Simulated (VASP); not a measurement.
# I (P6_3/mmc) in VASP: a series of runs

Runs on I. Level: PBEsol. Tasks: single point.

Program: VASP 6.6.1. These are calculated values, not measurements. Logs are shortened: lines on timing, memory, paths and dates and some standing lists are left out, and cuts for length are marked.

## Step 1: The cell of the first run

It takes space group P6_3/mmc (No. 194, hexagonal). The conventional cell has a = 3.081 Å, b = 3.081 Å, c = 5.471 Å, α = 90.00°, β = 90.00°, γ = 120.00°. Within 4.1 Å of I (site symmetry -6m2) lie 12 I at 3.08 to 3.26 Å.

## Step 2: Single point, PBEsol

Input file INCAR:

```
PREC = Accurate ; ENCUT = 520
EDIFF = 1E-7 ; ISMEAR = -1
SIGMA = 0.05 ; LREAL = False
LASPH = True ; NELM = 60
ALGO = Normal ; ISIF = 2
LWAVE = False ; LCHARG = False
GGA = PS ; NBANDS = 14
```

Input file KPOINTS:

```
Automatic mesh
0
Gamma
  8 8 5
```

Input file POSCAR:

```
I
1.0
    3.0812401894      0.0000000000      0.0000000000
   -1.5406200947      2.6684322792      0.0000000000
    0.0000000000      0.0000000000      5.4714498727
I
2
Direct
    0.3333333333      0.6666666667      0.2500000000
    0.6666666667      0.3333333333      0.7500000000
```

Potentials or basis: VASP PAW PBE potentials, release 64 (I).

On the command line:

```console
$ cat potpaw_PBE.64/I/POTCAR > POTCAR
$ mpirun -np 1 vasp_std > vasp.out
```

OUTCAR:

```text
PREC = Accurate
   ENCUT = 520
   EDIFF = 1E-7
   ISMEAR = -1
   LREAL = False
   LASPH = True
   NELM = 60
   ISIF = 2
   GGA = PS

 ion  position               nearest neighbor table
   1  0.333  0.667  0.250-   2 3.26   2 3.26   2 3.26   2 3.26   2 3.26   2 3.26
   2  0.667  0.333  0.750-   1 3.26   1 3.26   1 3.26   1 3.26   1 3.26   1 3.26

  LATTYP: Found a hexagonal cell.
 ALAT       =     3.0812401894
 C/A-ratio  =     1.7757297505

  Lattice vectors:

 A1 = (   3.0812401894,   0.0000000000,   0.0000000000)
 A2 = (  -1.5406200947,   2.6684322792,   0.0000000000)
 A3 = (   0.0000000000,   0.0000000000,   5.4714498727)

Analysis of symmetry for initial positions (statically):
=====================================================================
 Subroutine PRICEL returns:
 Original cell was already a primitive cell.

 Routine SETGRP: Setting up the symmetry group for a
 hexagonal supercell.

 Subroutine GETGRP returns: Found 24 space group operations
 (whereof 12 operations were pure point group operations)
 out of a pool of 24 trial point group operations.

The static configuration has the point symmetry D_3d.
 The point group associated with its full space group is D_6h.

Analysis of symmetry for dynamics (positions and initial velocities):
=====================================================================
 Subroutine PRICEL returns:
 Original cell was already a primitive cell.

 Routine SETGRP: Setting up the symmetry group for a
 hexagonal supercell.

 Subroutine GETGRP returns: Found 24 space group operations
 (whereof 12 operations were pure point group operations)
 out of a pool of 24 trial point group operations.

The dynamic configuration has the point symmetry D_3d.
 The point group associated with its full space group is D_6h.

 Subroutine INISYM returns: Found 24 space group operations
 (whereof 12 operations are pure point group operations),
 and found     1 'primitive' translations

----------------------------------------------------------------------------------------

                                     Primitive cell

  volume of cell :      44.9867

  direct lattice vectors                    reciprocal lattice vectors
     3.081240189  0.000000000  0.000000000     0.324544644  0.187375938  0.000000000
    -1.540620095  2.668432279  0.000000000     0.000000000  0.374751875  0.000000000
     0.000000000  0.000000000  5.471449873     0.000000000  0.000000000  0.182766912

  length of vectors
     3.081240189  3.081240189  5.471449873     0.374751875  0.374751875  0.182766912

  position of ions in fractional coordinates (direct lattice)
     0.333333333  0.666666667  0.250000000
     0.666666667  0.333333333  0.750000000

  ion indices of the primitive-cell ions
   primitive index   ion index
                 1           1
                 2           2

----------------------------------------------------------------------------------------

 KPOINTS: Automatic mesh

Automatic generation of k-mesh.
 Grid dimensions read from file:
 generate k-points for:    8    8    5

 Generating k-lattice:

  Cartesian coordinates                     Fractional coordinates (reciprocal lattice)
     0.040568080  0.023421992  0.000000000     0.125000000  0.000000000  0.000000000
     0.000000000  0.046843984  0.000000000     0.000000000  0.125000000  0.000000000
     0.000000000  0.000000000  0.036553382     0.000000000  0.000000000  0.200000000

  Length of vectors
     0.046843984  0.046843984  0.036553382

  Shift w.r.t. Gamma in fractional coordinates (k-lattice)
     0.000000000  0.000000000  0.000000000

 Subroutine IBZKPT returns following result:
 ===========================================

 Found     30 irreducible k-points:

 Following reciprocal coordinates:
            Coordinates               Weight
  0.000000  0.000000  0.000000      1.000000
  0.125000  0.000000  0.000000      6.000000
  0.250000  0.000000  0.000000      6.000000
  0.375000  0.000000  0.000000      6.000000
  0.500000  0.000000  0.000000      3.000000
  0.125000  0.125000  0.000000      6.000000
[... 16 lines left out ...]
  0.250000  0.000000  0.400000     12.000000
  0.375000  0.000000  0.400000     12.000000
 [... further k-points ...]
   k-points           NKPTS =     30   k-points in BZ     NKDIM =     30   number of bands    NBANDS=     14
   number of dos      NEDOS =    301   number of ions     NIONS =      2
   total plane-waves  NPLWV =  24192
   dimension x,y,z NGX =    24 NGY =   24 NGZ =   42
   dimension x,y,z NGXF=    48 NGYF=   48 NGZF=   84
   ions per type =               2
   NGX,Y,Z   is equivalent  to a cutoff of  12.95, 12.95, 12.76 a.u.
   NGXF,Y,Z  is equivalent  to a cutoff of  25.90, 25.90, 25.52 a.u.
 SYSTEM =  unknown system
   PREC   = accura    normal or accurate (medium, high low for compatibility)
   ISTART =      0    job   : 0-new  1-cont  2-samecut
   ICHARG =      2    charge: 1-file 2-atom 10-const
   ISPIN  =      1    spin polarized calculation?
   LNONCOLLINEAR =      F non collinear calculations
   LSORBIT =      F    spin-orbit coupling
   LASPH  =      T    aspherical Exc in radial PAW
   ENCUT  =  520.0 eV  38.22 Ry    6.18 a.u.   5.73  5.73 10.17*2*pi/ulx,y,z
   NELM   =     60;   NELMIN=  2; NELMDL= -5     # of ELM steps
   EDIFF  = 0.1E-06   stopping-criterion for ELM
   LREAL  =      F    real-space projection
   EDIFFG = 0.1E-05   stopping-criterion for IOM
   NSW    =      0    number of steps for IOM
   IBRION =     -1    ionic relax: 0-MD 1-quasi-New 2-CG
   NFREE  =      0    steps in history (QN), initial steepest desc. (CG)
   ISIF   =      2    stress and relaxation
   ISYM   =      2    0-nonsym 1-usesym 2-fastsym
   POTIM  = 0.5000    time-step for ionic-motion
   TEBEG  =    0.0;   TEEND  =   0.0 temperature during run
   PSTRESS=    0.0 pullay stress
   NELECT =      14.0000    total number of electrons
   NUPDOWN=      -1.0000    fix difference up-down
   EMIN   =  10.00;   EMAX   =-10.00  energy-range for DOS
   EFERMI =   0.00;   METHOD = LEGACY
   ISMEAR =    -1;   SIGMA  =   0.05  broadening in eV -4-tet -1-fermi 0-gaus
   EFERMI_NEDOS =   21; number of points for ismear=-14 and -15
   IALGO  =     38    algorithm
   IMIX   =      4    mixing-type and parameters
     AMIX     =   0.40;   BMIX     =  1.00
     AMIX_MAG =   1.60;   BMIX_MAG =  1.00
  volume/ion in A,a.u.               =      22.49       151.79
  Fermi-wavevector in a.u.,A,eV,Ry     =   1.109403  2.096468 16.745720  1.230776
  Thomas-Fermi vector in A             =   2.245942
   LORBIT       =      0    0 simple, 1 ext, 2 COOP (PROOUT), +10 PAW based schemes
   GGA     = PS    functional components
   LHFCALC =     F    Hartree Fock is set to
   AEXX    =    0.0000 exact exchange contribution
   IVDW    =     0    specifies the selected vdW correction
   LEPSILON=     F    determine dielectric tensor
   LRPA    =     F    only Hartree local field effects (RPA)
 non-spin polarized calculation
  energy-cutoff  :      520.00
  volume of cell :       44.99
 maximum number of plane-waves:      1228
 NGX is ok and might be reduce to    24
   NGX = 11   NGY = 11   NGZ = 21

 number of electron      13.9999996 magnetization

 Free energy of the ion-electron system (eV)
  ---------------------------------------------------
  ext. energy  EPLUGINS =         0.00000000
  ---------------------------------------------------
  free energy    TOTEN  =        -1.45634707 eV

  energy without entropy =       -1.44580022  energy(sigma->0) =       -1.45107365

 E-fermi :  11.1604     XC(G=0): -11.3253

 val. band max:       11.0608813223   @ k =   0.2500   0.1250   0.0000
 cond. band min:      11.1703264286   @ k =   0.1250   0.0000   0.4000
 fundamental gap:      0.1094451064
 Fermi energy:        11.1603887694

 k-point     1 :       0.0000    0.0000    0.0000
  band No.  band energies     occupation
      1      -6.1443      2.00000
      2      -3.3772      2.00000
      3       2.7471      2.00000
      4      12.4501      0.00000
      5      12.9059      0.00000
      6      12.9059      0.00000
      7      14.1044      0.00000
      8      14.1044      0.00000
      9      18.8728      0.00000
     10      18.9903      0.00000
     11      21.0102      0.00000
     12      21.0102      0.00000
     13      21.0994      0.00000
     14      22.3577      0.00000

 k-point     2 :       0.1250    0.0000    0.0000
  band No.  band energies     occupation
      1      -5.8331      2.00000
      2      -3.0985      2.00000
      3       3.0676      2.00000
      4      10.6057      1.99997
      5      12.0793      0.00000
      6      12.4379      0.00000
      7      12.4457      0.00000
      8      13.8634      0.00000
      9      18.2884      0.00000
     10      19.3292      0.00000
     11      20.5326      0.00000
     12      20.6602      0.00000
     13      21.5725      0.00000
     14      21.7602      0.00000

 k-point     3 :       0.2500    0.0000    0.0000
  band No.  band energies     occupation
      1      -4.9202      2.00000
      2      -2.3188      2.00000
      3       4.0074      2.00000
      4       7.0555      2.00000
      5       9.2726      2.00000
      6      10.8118      1.99813
      7      11.9742      0.00000
      8      13.0049      0.00000
      9      16.4932      0.00000
     10      18.1377      0.00000
     11      19.5531      0.00000
     12      20.1012      0.00000
     13      21.5412      0.00000
     14      21.6778      0.00000

 k-point     4 :       0.3750    0.0000    0.0000
  band No.  band energies     occupation
      1      -3.5180      2.00000
      2      -1.3798      2.00000
      3       4.2353      2.00000
      4       5.4613      2.00000
      5       6.2524      2.00000
      6       9.9058      2.00000
      7      10.3900      2.00000
      8      12.2189      0.00000
      9      15.4462      0.00000
     10      17.2922      0.00000
     11      18.7999      0.00000
     12      20.7650      0.00000
     13      21.3778      0.00000
     14      21.4169      0.00000

 k-point     5 :       0.5000    0.0000    0.0000
  band No.  band energies     occupation
      1      -2.3789      2.00000
      2      -1.2592      2.00000
      3       3.4131      2.00000
      4       4.5950      2.00000
      5       6.6636      2.00000
      6       8.9791      2.00000
      7       9.5859      2.00000
      8      11.9231      0.00000
      9      15.1084      0.00000
     10      17.2297      0.00000
     11      18.5475      0.00000
[... 276 lines left out ...]
 k-point    22 :       0.1250    0.0000    0.4000
  band No.  band energies     occupation
      1      -5.1546      2.00000
      2      -4.3810      2.00000
      3       5.8349      2.00000
      4       8.3551      2.00000
      5      11.1703      0.90095
      6      11.7614      0.00001
      7      12.6027      0.00000
      8      13.1417      0.00000
      9      18.4244      0.00000
     10      18.9892      0.00000
     11      21.2113      0.00000
     12      21.5435      0.00000
     13      21.8187      0.00000
     14      22.3883      0.00000

 k-point    23 :       0.2500    0.0000    0.4000
  band No.  band energies     occupation
      1      -4.2613      2.00000
      2      -3.5179      2.00000
      3       6.2678      2.00000
      4       7.7355      2.00000
      5       8.0604      2.00000
      6       9.6298      2.00000
      7      11.4212      0.01080
      8      12.0720      0.00000
      9      16.7322      0.00000
     10      17.4908      0.00000
     11      19.1400      0.00000
     12      21.3149      0.00000
     13      23.5003      0.00000
     14      24.1963      0.00000

 k-point    24 :       0.3750    0.0000    0.4000
  band No.  band energies     occupation
      1      -2.9253      2.00000
      2      -2.2884      2.00000
      3       4.2698      2.00000
      4       4.9299      2.00000
      5       8.2530      2.00000
      6      10.0764      2.00000
      7      10.5431      1.99999
      8      11.2271      0.41666
      9      15.7217      0.00000
     10      16.6966      0.00000
     11      16.7738      0.00000
     12      18.6624      0.00000
     13      23.0589      0.00000
     14      23.7889      0.00000

 [... further k-points ...]

------------------------ aborting loop because EDIFF is reached ----------------------------------------

  FORCE on cell =-STRESS in cart. coord.  units (eV):
  Direction    XX          YY          ZZ          XY          YZ          ZX
  --------------------------------------------------------------------------------------
  -------------------------------------------------------------------------------------
  Total        8.4256476      8.4256476      8.4390459      0.0000000      0.0000000      0.0000000
  in kB      300.0749264    300.0749264    300.5521006      0.0000000      0.0000000      0.0000000
  external PRESSURE =     300.2339845 kB  Pullay stress =       0.0000000 kB

 VOLUME and BASIS-vectors are now :
 -----------------------------------------------------------------------------
  energy-cutoff  :      520.00
  volume of cell :       44.99
      direct lattice vectors                 reciprocal lattice vectors
     3.081240189  0.000000000  0.000000000     0.324544644  0.187375938  0.000000000
    -1.540620095  2.668432279  0.000000000     0.000000000  0.374751875  0.000000000
     0.000000000  0.000000000  5.471449873     0.000000000  0.000000000  0.182766912

 POSITION                                       TOTAL-FORCE (eV/Angst)
 -----------------------------------------------------------------------------------
     -0.00000      1.77895      1.36786        -0.000000     -0.000000      0.000000
      1.54062      0.88948      4.10359         0.000000      0.000000      0.000000
 -----------------------------------------------------------------------------------
    total drift:                                0.000000     -0.000000      0.000000

  FREE ENERGIE OF THE ION-ELECTRON SYSTEM (eV)
  ---------------------------------------------------
  free  energy   TOTEN  =        -1.4563470738 eV

  energy  without entropy=       -1.4458002231  energy(sigma->0) =       -1.45107365
```

Wall time 6.2 s (1 thread of Intel Xeon 6975P-C (Granite Rapids), shared host); peak memory 0.16 GiB.

What came out:

- Free energy: -1.4563 eV
- Pressure: 30.0 GPa
- Band gap on the k mesh: zero (bands 7 and 8 overlap by 5.28 eV)

Caveat: the cell stands under pressure; the PAW data sets were made with another functional, which shifts forces and pressure a little; spin-orbit coupling is left out, which moves the levels of the heavy elements.

[end of part 1 of 2]

The gap in the log of VASP goes by the Fermi energy; the results here count the filled bands.